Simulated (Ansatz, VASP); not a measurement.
# Si in VASP and in Ansatz

Contents of INCAR:

```
ALGO = Normal ; EDIFF = 1E-6
ENCUT = 520 ; ISIF = 2
ISMEAR = -1 ; LASPH = T
LCHARG = T ; LELF = T
LREAL = F ; LVHAR = T
LWAVE = F ; NBANDS = 21
NELM = 100 ; PREC = Accurate
SIGMA = 0.02
```

KPOINTS

```
k-points
0
Gamma
  9 9 4
```

File POSCAR:

```
Si
1.0
    0.0000000000      2.7009664875     -2.7009664875
   -2.7009664875      0.0000000000      2.7009664875
    5.4019329750      5.4019329750      5.4019329750
Si
6
Direct
    0.3333333330      0.6666666670      0.2083333330
    0.6666666670      0.3333333330      0.5416666670
    0.0000000000      0.0000000000      0.8750000000
    0.0000000000      0.0000000000      0.1250000000
    0.3333333330      0.6666666670      0.4583333330
    0.6666666670      0.3333333330      0.7916666670
```

Input for Ansatz:

```yaml
crystal:
  lattice:
    - [0.0, 2.7009664875, -2.7009664875]
    - [-2.7009664875, 0.0, 2.7009664875]
    - [5.401932975, 5.401932975, 5.401932975]
  atoms:
    - { symbol: Si, position: [0.333333333, 0.666666667, 0.208333333] }
    - { symbol: Si, position: [0.666666667, 0.333333333, 0.541666667] }
    - { symbol: Si, position: [0.0, 0.0, 0.875] }
    - { symbol: Si, position: [0.0, 0.0, 0.125] }
    - { symbol: Si, position: [0.333333333, 0.666666667, 0.458333333] }
    - { symbol: Si, position: [0.666666667, 0.333333333, 0.791666667] }
kpoints:
  mp_grid: { grid: [9, 9, 4] }
scf:
  occupations: { method: fermi_dirac, width: 0.02 }
hamiltonian:
  xc: lda
  pseudopotentials: { kind: all_electron, lapw: { basis_error: 0.001 } }
output:
  forces: true
  stress: true
  eigenvalues: true
```

Alike in both runs: task single point; functional LDA; k mesh 9 × 9 × 4; occupations fermi-dirac, width 0.02 eV; no spin polarisation.

|  | VASP | Ansatz |
| --- | --- | --- |
| version | VASP 6.6.1 | Ansatz 0.2.0 |
| potentials or method | VASP PAW LDA potentials, release 64 (Si), cutoff 520 eV | all-electron LAPW, scalar-relativistic |

|  | VASP | Ansatz | Ansatz less VASP |
| --- | --- | --- | --- |
| pressure (GPa) | 0.0 | 0.0 | -0.10 |

LDA's correlation is that of Perdew and Zunger in VASP and of Perdew and Wang (1992) in Ansatz. Ansatz ran all-electron here, and VASP with PAW potentials.
